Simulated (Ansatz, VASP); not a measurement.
## AlN in VASP and in Ansatz

```xyz
8
Lattice="3.0339 0.0000 0.0000 -1.5170 2.6275 0.0000 0.0000 0.0000 9.8291" Properties=species:S:1:pos:R:3 pbc="T T T"
Al    0.0000    0.0000   -0.0124
Al    0.0000    1.7516    2.4557
Al    0.0000    0.0000    4.9021
Al    1.5170    0.8758    7.3703
N     0.0000    0.0000    1.8499
N     0.0000    1.7516    4.3073
N     0.0000    0.0000    6.7645
N     1.5170    0.8758    9.2218
```

Alike in both runs: task single point; functional r2SCAN; k mesh 9 × 9 × 2; no spin polarisation.

|  | VASP | Ansatz |
| --- | --- | --- |
| version | VASP 6.6.1 | Ansatz 0.2.0 |
| potentials or method | VASP PAW PBE potentials, release 64 (Al, N) | plane waves, PAW |
| plane-wave cutoff (eV) | 520 | 500 |
| occupations | gaussian, width 0.01 eV | fixed |
| valence electrons in the cell | 32 | 32 |

```tsv
	VASP	Ansatz	Ansatz less VASP
gap on the k mesh at the Fermi level (eV)	4.89	4.90	+0.006
pressure (GPa)	14.4	14.7	+0.32
traceless stress, the component that is largest in VASP (GPa)	-0.30	-0.31	-0.010
rms of the force components (eV/Å)	0.010	0.009	-0.0011
```

VASP's potentials were made for PBE, not for r2SCAN. Atom by atom the forces differ by 0.001 eV/Å (rms over components).
